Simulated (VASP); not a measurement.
Set up this calculation in VASP 6.6.1, as the native input.

```yaml
Task: single point
Functional: PBE
Dispersion: D3(BJ)
Potentials_or_basis: VASP PAW PBE potentials, release 64 (Se, Pt)
Cutoff: 520 eV
k_mesh: 9 × 9 × 1
Occupations: gaussian, width 0.05 eV
Spin: no spin polarisation
Dipole_correction: yes
Further_INCAR_settings: ALGO = Normal; EDIFF = 1e-07; NBANDS = 31
```

The structure of PtSe2 lies in POSCAR:

```
PtSe2
1.0
    3.7069017468      0.0000000000      0.0000000000
   -1.8534508734      3.2102710821      0.0000000000
    0.0000000000      0.0000000000     22.7988449202
Se Pt
4 2
Direct
    0.6666666667      0.3333333333      0.1973784205
    0.3333333333      0.6666666667      0.3135870473
    0.6666666667      1.3333333333      0.4521905604
    1.0000000000      1.0000000000      0.5683991871
    0.0000000000      0.0000000000      0.2554827339
    1.3333333333      1.6666666667      0.5102948737
```

This cell differs from its parent crystal: layers slid over each other.

One way to write it, as run:

INCAR

```
SYSTEM = PtSe2
PREC = Accurate
ENCUT = 520
EDIFF = 1E-7
ISMEAR = 0
SIGMA = 0.05
LREAL = .FALSE.
LASPH = .TRUE.
NELM = 80
ALGO = Normal
ISIF = 2
LWAVE = .FALSE.
LCHARG = .FALSE.
LDIPOL = .TRUE.
IDIPOL = 3
DIPOL = 0.5 0.5 0.383
GGA = PE
IVDW = 12
NBANDS = 31
```

KPOINTS

```
regular mesh
0
G
  9 9 1
  0 0 0
```

Potentials or basis: VASP PAW PBE potentials, release 64 (Se, Pt).

Run with:

```console
$ cat potpaw_PBE.64/Se/POTCAR potpaw_PBE.64/Pt/POTCAR > POTCAR
$ mpirun -np 1 vasp_std > vasp.out
```

Results of the run:

| Quantity | Value |
| --- | --- |
| Largest force | 0.114 eV/Å |
| Band gap on the k mesh | 0.85 eV (least direct gap 1.16 eV) |
| Dispersion energy per atom | -0.355 eV |

Caveat: the cell differs from its parent crystal (layers slid over each other); spin-orbit coupling is left out, which moves the levels of the heavy elements.

Wall time 3.5 min on 1 thread of AMD EPYC 7R13 Processor (Zen 3), with other jobs on the host, peak memory 0.38 GiB.
